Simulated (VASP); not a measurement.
# BN (Fmm2) in VASP: further runs

BN is run at these levels: r2SCAN+rVV10, PBE; tasks: single point.

Everything below comes from runs of VASP 6.6.1. Logs are shortened: lines on timing, memory, paths and dates and some standing lists are left out, and cuts for length are marked.

### Step 1. The cell of the first run

It takes space group Fmm2 (No. 42, orthorhombic). Conventional cell: a = 2.502 Å, b = 6.586 Å, c = 4.327 Å, α = 90.00°, β = 90.00°, γ = 90.00°. Within 1.9 Å of B (site symmetry mm2) lie 3 N at 1.44 Å. N (site symmetry mm2) has 3 B at 1.44 Å within 1.9 Å.

### Step 2. Single point, r2SCAN+rVV10

Contents of POSCAR:

```
BN
1.0
    0.0000000000      3.2928550384      2.1632762179
    1.2509583998      0.0000000000      2.1632762179
    1.2509583998      3.2928550384      0.0000000000
B N
1 1
Direct
    0.0001138443      0.0001138443      0.9998861557
    0.6665861457      0.6665861457      0.3334138543
```

Contents of INCAR.step1:

```
SYSTEM = BN
PREC = Accurate
ENCUT = 520
ISMEAR = -1
SIGMA = 0.02
LREAL = .False.
LASPH = .True.
NELM = 80
NBANDS = 11
GGA = PE
ALGO = Normal
EDIFF = 1E-4
LWAVE = .True.
LCHARG = .False.
```

Contents of INCAR.step2:

```
SYSTEM = BN
PREC = Accurate
ENCUT = 520
EDIFF = 1E-7
ISMEAR = -1
SIGMA = 0.02
LREAL = .False.
LASPH = .True.
NELM = 80
ALGO = Normal
ISIF = 2
LWAVE = .False.
LCHARG = .True.
METAGGA = R2SCAN
LMIXTAU = .True.
LUSE_VDW = .True.
IVDW_NL = 2
BPARAM = 11.95
CPARAM = 0.0093
LELF = .True.
LVHAR = .True.
NBANDS = 11
ISTART = 1
```

Contents of KPOINTS:

```
Automatic mesh
0
Gamma
  10 10 10
  0 0 0
```

Potentials or basis: VASP PAW PBE potentials, release 64 (B, N).

Run with:

```bash
> cat potpaw_PBE.64/B/POTCAR potpaw_PBE.64/N/POTCAR > POTCAR
> cp INCAR.step1 INCAR
> mpirun -np 1 vasp_std > vasp.out
> cp INCAR.step2 INCAR
> mpirun -np 1 vasp_std > vasp.out
```

OUTCAR:

```text
SYSTEM = BN
   PREC = Accurate
   ENCUT = 520
   EDIFF = 1E-7
   ISMEAR = -1
   LREAL = .False.
   LASPH = .True.
   NELM = 80
   ISIF = 2
   METAGGA = R2SCAN
   IVDW_NL = 2
   BPARAM = 11.95
   ISTART = 1

 ion  position               nearest neighbor table
   1  0.000  0.000  1.000-   2 1.44   2 1.44   2 1.44
   2  0.667  0.667  0.333-   1 1.44   1 1.44   1 1.44

  LATTYP: Found a face centered orthorhombic cell.
 ALAT       =     2.5019167996
 B/A-ratio  =     1.7292950895
 C/A-ratio  =     2.6322658203

  Lattice vectors:

 A1 = (  -0.0000000000,   3.2928550384,   2.1632762179)
 A2 = (  -1.2509583998,   3.2928550384,   0.0000000000)
 A3 = (  -1.2509583998,   0.0000000000,   2.1632762179)

Analysis of symmetry for initial positions (statically):
=====================================================================
 Subroutine PRICEL returns:
 Original cell was already a primitive cell.

 Routine SETGRP: Setting up the symmetry group for a
 face centered orthorhombic supercell.

 Subroutine GETGRP returns: Found  4 space group operations
 (whereof  4 operations were pure point group operations)
 out of a pool of  8 trial point group operations.

The static configuration has the point symmetry C_2v.

Analysis of symmetry for dynamics (positions and initial velocities):
=====================================================================
 Subroutine PRICEL returns:
 Original cell was already a primitive cell.

 Routine SETGRP: Setting up the symmetry group for a
 face centered orthorhombic supercell.

 Subroutine GETGRP returns: Found  4 space group operations
 (whereof  4 operations were pure point group operations)
 out of a pool of  8 trial point group operations.

The dynamic configuration has the point symmetry C_2v.

 Subroutine INISYM returns: Found  4 space group operations
 (whereof  4 operations are pure point group operations),
 and found     1 'primitive' translations

----------------------------------------------------------------------------------------

                                     Primitive cell

  volume of cell :      17.8220

  direct lattice vectors                    reciprocal lattice vectors
     0.000000000  3.292855038  2.163276218    -0.399693547  0.151843915  0.231130910
     1.250958400  0.000000000  2.163276218     0.399693547 -0.151843915  0.231130910
     1.250958400  3.292855038  0.000000000     0.399693547  0.151843915 -0.231130910

  length of vectors
[... 91 lines left out ...]
   TEBEG  =    0.0;   TEEND  =   0.0 temperature during run
   PSTRESS=    0.0 pullay stress
   NELECT =       8.0000    total number of electrons
   NUPDOWN=      -1.0000    fix difference up-down
   EMIN   =  10.00;   EMAX   =-10.00  energy-range for DOS
   EFERMI =   0.00;   METHOD = LEGACY
   ISMEAR =    -1;   SIGMA  =   0.02  broadening in eV -4-tet -1-fermi 0-gaus
   EFERMI_NEDOS =   21; number of points for ismear=-14 and -15
   IALGO  =     38    algorithm
   IMIX   =      4    mixing-type and parameters
     AMIX     =   0.40;   BMIX     =  1.00
     AMIX_MAG =   1.60;   BMIX_MAG =  1.00
  volume/ion in A,a.u.               =       8.91        60.13
  Fermi-wavevector in a.u.,A,eV,Ry     =   1.253485  2.368742 21.377796  1.571224
  Thomas-Fermi vector in A             =   2.387335
   LORBIT       =      0    0 simple, 1 ext, 2 COOP (PROOUT), +10 PAW based schemes
   METAGGA = R2SCAN    functional components
   LHFCALC =     F    Hartree Fock is set to
   AEXX    =    0.0000 exact exchange contribution
   IVDW_NL    =     2    kernel type
   BPARAM     =11.9500
   IVDW    =     0    specifies the selected vdW correction
   LEPSILON=     F    determine dielectric tensor
   LRPA    =     F    only Hartree local field effects (RPA)
 non-spin polarized calculation
  energy-cutoff  :      520.00
  volume of cell :       17.82
 maximum number of plane-waves:       501
 NGX is ok and might be reduce to    30
   NGX = 15   NGY =  9   NGZ = 13

 number of electron       8.0000000 magnetization

 Free energy of the ion-electron system (eV)
  ---------------------------------------------------
  ext. energy  EPLUGINS =         0.00000000
  ---------------------------------------------------
  free energy    TOTEN  =       -19.11817187 eV

  energy without entropy =      -19.11817187  energy(sigma->0) =      -19.11817187

 E-fermi :   2.6336     XC(G=0): -10.8791

 val. band max:        2.2689977098   @ k =   0.5000  -0.4000   0.1000
 cond. band min:       6.2842264478   @ k =   0.0000   0.5000   0.5000
 fundamental gap:      4.0152287381
 Fermi energy:         2.6335985184

 k-point     1 :       0.0000    0.0000    0.0000
  band No.  band energies     occupation
      1     -16.7435      2.00000
      2      -2.0829      2.00000
      3       0.7695      2.00000
      4       0.7751      2.00000
      5       7.6609      0.00000
      6      14.4684      0.00000
      7      14.5824      0.00000
      8      16.6251      0.00000
      9      17.8738      0.00000
     10      29.3803      0.00000
     11      31.5509      0.00000
[... 309 lines left out ...]
 k-point    24 :       0.4000    0.3000    0.0000
  band No.  band energies     occupation
      1     -14.3691      2.00000
      2      -5.4627      2.00000
      3      -2.2300      2.00000
      4       0.7525      2.00000
      5      10.5331      0.00000
      6      11.6159      0.00000
      7      14.9331      0.00000
      8      19.1193      0.00000
      9      21.4451      0.00000
     10      22.9405      0.00000
     11      27.1926      0.00000

 [... further k-points ...]

------------------------ aborting loop because EDIFF is reached ----------------------------------------

  FORCE on cell =-STRESS in cart. coord.  units (eV):
  Direction    XX          YY          ZZ          XY          YZ          ZX
  --------------------------------------------------------------------------------------
  -------------------------------------------------------------------------------------
  Total        0.0939208     -0.0352103      0.0917127      0.0000000      0.0000000      0.0000000
  in kB        8.4433539     -3.1653614      8.2448511      0.0000000      0.0000000      0.0000000
  external PRESSURE =       4.5076145 kB  Pullay stress =       0.0000000 kB

 VOLUME and BASIS-vectors are now :
 -----------------------------------------------------------------------------
  energy-cutoff  :      520.00
  volume of cell :       17.82
      direct lattice vectors                 reciprocal lattice vectors
     0.000000000  3.292855038  2.163276218    -0.399693547  0.151843915  0.231130910
     1.250958400  0.000000000  2.163276218     0.399693547 -0.151843915  0.231130910
     1.250958400  3.292855038  0.000000000     0.399693547  0.151843915 -0.231130910

 POSITION                                       TOTAL-FORCE (eV/Angst)
 -----------------------------------------------------------------------------------
      1.25096      3.29286      0.00049         0.000000      0.000000      0.001517
      1.25096      3.29286      2.88402         0.000000      0.000000     -0.001517
 -----------------------------------------------------------------------------------
    total drift:                                0.000013     -0.000005     -0.000002

  FREE ENERGIE OF THE ION-ELECTRON SYSTEM (eV)
  ---------------------------------------------------
  free  energy   TOTEN  =       -19.1181718692 eV

  energy  without entropy=      -19.1181718692  energy(sigma->0) =      -19.11817187
```

OUTCAR.step1:

```text
SYSTEM = BN
   PREC = Accurate
   ENCUT = 520
   ISMEAR = -1
   LREAL = .False.
   LASPH = .True.
[... 559 lines left out ...]
      1.25096      3.29286      0.00049         0.000000      0.000000      0.003263
      1.25096      3.29286      2.88402         0.000000      0.000000     -0.003263
 -----------------------------------------------------------------------------------
    total drift:                                0.000003      0.000014     -0.000096

  FREE ENERGIE OF THE ION-ELECTRON SYSTEM (eV)
  ---------------------------------------------------
  free  energy   TOTEN  =       -17.5682478491 eV

  energy  without entropy=      -17.5682478491  energy(sigma->0) =      -17.56824785
```

OSZICAR.step1:

```text
N       E                     dE             d eps       ncg     rms          rms(c)
DAV:   1     0.133088309920E+02    0.13309E+02   -0.47577E+03  3834   0.692E+02
DAV:   2    -0.186188969645E+02   -0.31928E+02   -0.30897E+02  4445   0.163E+02
DAV:   3    -0.193571685102E+02   -0.73827E+00   -0.73732E+00  4584   0.228E+01
DAV:   4    -0.193593554149E+02   -0.21869E-02   -0.21869E-02  4155   0.136E+00
DAV:   5    -0.193593645012E+02   -0.90863E-05   -0.90863E-05  4600   0.774E-02    0.799E+00
DAV:   6    -0.177583188128E+02    0.16010E+01   -0.52208E+00  4323   0.127E+01    0.365E+00
DAV:   7    -0.176053244030E+02    0.15299E+00   -0.24441E-01  4332   0.370E+00    0.223E+00
DAV:   8    -0.175675269424E+02    0.37797E-01   -0.11413E-01  4447   0.208E+00    0.259E-01
DAV:   9    -0.175678461973E+02   -0.31925E-03   -0.26198E-03  4098   0.416E-01    0.140E-01
DAV:  10    -0.175682237606E+02   -0.37756E-03   -0.50822E-04  4207   0.164E-01    0.241E-02
DAV:  11    -0.175682478491E+02   -0.24089E-04   -0.49385E-05  4217   0.479E-02
   1 F= -.17568248E+02 E0= -.17568248E+02  d E =-.663306E-13
```

It took 3 min on 1 thread of Intel Xeon Platinum 8559C (Emerald Rapids), shared host; peak memory 0.24 GiB.

What came out:

```yaml
Free_energy: -19.1182 eV
Pressure: 0.5 GPa
Band_gap_on_the_k_mesh: 4.02 eV, indirect (least direct gap 5.35 eV)
```

Stress tensor (GPa, compression positive):
```
 0.84  0.00  0.00
 0.00 -0.32  0.00
 0.00  0.00  0.82
```

Levels at points of the mesh, in eV from the valence-band top:
| k point | band 1 | band 2 | band 3 | band 4 | band 5 | band 6 | band 7 | band 8 |
| --- | --- | --- | --- | --- | --- | --- | --- | --- |
| (0.00, 0.00, 0.00) | -19.01 | -4.35 | -1.50 | -1.49 | 5.39 | 12.20 | 12.31 | 14.36 |
| (0.50, 0.00, 0.00) | -15.66 | -9.44 | -4.43 | -1.10 | 5.10 | 10.52 | 14.27 | 17.12 |
| (0.50, 0.50, 0.00) | -15.73 | -9.58 | -4.42 | -0.36 | 6.79 | 10.03 | 12.87 | 14.72 |
| (0.50, 0.00, 0.50) | -18.70 | -6.64 | -1.54 | -1.48 | 10.90 | 12.13 | 12.24 | 13.10 |
| (0.00, 0.50, 0.50) | -15.56 | -9.28 | -4.50 | -1.74 | 4.02 | 10.49 | 15.74 | 20.36 |

Caveat: the PAW data sets were made with another functional, which shifts forces and pressure a little. A k mesh can miss the band edges.

### Step 3. Single point, PBE

Contents of INCAR:

```
SYSTEM = BN
PREC = Accurate ; ENCUT = 520
EDIFF = 1E-6 ; ISMEAR = -1
SIGMA = 0.02 ; LREAL = .FALSE.
LASPH = .TRUE. ; NELM = 60
ALGO = Normal ; ISIF = 2
LWAVE = .FALSE. ; LCHARG = .FALSE.
GGA = PE ; NBANDS = 11
```

Contents of KPOINTS:

```
regular mesh
0
G
  12 12 12
  0 0 0
```

POSCAR is that of step 2.

Potentials or basis: VASP PAW PBE potentials, release 64 (B, N).

Run with:

```bash
> cat potpaw_PBE.64/B/POTCAR potpaw_PBE.64/N/POTCAR > POTCAR
> mpirun -np 1 vasp_std > vasp.out
```

Wall time 35 s (1 thread of Intel Xeon Platinum 8559C (Emerald Rapids), shared host); peak memory 0.18 GiB.

It converged, with:

```
Free energy            : -17.5682 eV
Pressure               : 4.7 GPa
Largest force          : 0.003 eV/Å
Band gap on the k mesh : 3.59 eV, indirect (least direct gap 4.54 eV)
```

Forces in eV/Å, atoms in the order of the input:
```
B    0.000  0.000  0.003
N    0.000  0.000 -0.003
```

Stress tensor (GPa, compression positive):
```
5.33 0.00 0.00
0.00 3.40 0.00
0.00 0.00 5.41
```

Levels at points of the mesh, in eV from the valence-band top:
| k point | band 2 | band 3 | band 4 | band 5 | band 6 | band 7 |
| --- | --- | --- | --- | --- | --- | --- |
| (0.00, 0.00, 0.00) | -4.22 | -1.44 | -1.44 | 5.15 | 11.49 | 11.59 |
| (0.50, 0.00, 0.00) | -9.04 | -4.25 | -1.06 | 4.57 | 9.86 | 13.63 |
| (0.50, 0.50, 0.00) | -9.18 | -4.24 | -0.36 | 6.06 | 9.42 | 12.41 |
| (0.50, 0.00, 0.50) | -6.41 | -1.48 | -1.43 | 10.22 | 11.42 | 11.53 |
| (0.00, 0.50, 0.50) | -8.88 | -4.31 | -1.68 | 3.59 | 9.84 | 14.94 |
